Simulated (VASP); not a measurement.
Set up this calculation in VASP 6.6.1, as the native input.

```
Task                   : relaxation of cell and atoms
Functional             : PBE
Potentials or basis    : VASP PAW PBE potentials, release 64 (Al, Ga_d, As)
Cutoff                 : 600 eV
k mesh                 : 6 × 6 × 2
Occupations            : gaussian, width 0.1 eV
Spin                   : no spin polarisation
Dipole correction      : no
Further INCAR settings : ALGO = Normal; EDIFF = 1e-07; IBRION = 2; EDIFFG = -0.04; NSW = 90; ISIF = 3
```

The structure of AlGa2As3 lies in POSCAR:

```
AlGa2As3
1.0
    3.3972629700      0.0000000000      0.0000000000
    0.0000000000      3.3972629700      0.0000000000
    0.0000000000      0.0000000000     10.2856732900
Al Ga As
1 2 3
Direct
    0.5000000000      0.5000000000      0.0000000000
    0.5000000000      0.5000000000      0.3248246900
    0.5000000000      0.5000000000      0.6751753100
    0.0000000000      0.0000000000      0.8390681100
    0.0000000000      0.0000000000      0.1609318900
    0.0000000000      0.0000000000      0.5000000000
```

These files were run (other wordings do the same):

INCAR

```
SYSTEM = AlGa2As3
PREC = Accurate
ENCUT = 600
EDIFF = 1E-7
ISMEAR = 0
SIGMA = 0.1
LREAL = .False.
LASPH = .True.
NELM = 60
ALGO = Normal
ISIF = 3
LWAVE = .False.
LCHARG = .False.
GGA = PE
IBRION = 2
NSW = 90
EDIFFG = -0.04
```

KPOINTS

```
Automatic mesh
0
Gamma
  6 6 2
  0 0 0
```

Potentials or basis: VASP PAW PBE potentials, release 64 (Al, Ga_d, As).

Run with:

```sh
$ cat potpaw_PBE.64/Al/POTCAR potpaw_PBE.64/Ga_d/POTCAR potpaw_PBE.64/As/POTCAR > POTCAR
$ mpirun -np 1 vasp_std > vasp.out
```

It gave:

```yaml
Relaxed_volume: 19.66 Å³/atom
Relaxed_cell: a = 3.323 Å, b = 3.323 Å, c = 10.687 Å, α = 90.00°, β = 90.00°, γ = 90.00°
Space_group_after_relaxing_to_0.05_Å: P4/mmm (No. 123)
Energy_gained_by_relaxing: 44.4 meV/atom
Ionic_steps: 17
Pressure_after_relaxing: -0.1 GPa
Largest_force_after_relaxing: 0.026 eV/Å
```

Run time: 5.6 min on 1 thread of Intel(R) Xeon(R) 6975P-C (Granite Rapids) (shared host), peak memory 0.3 GiB.
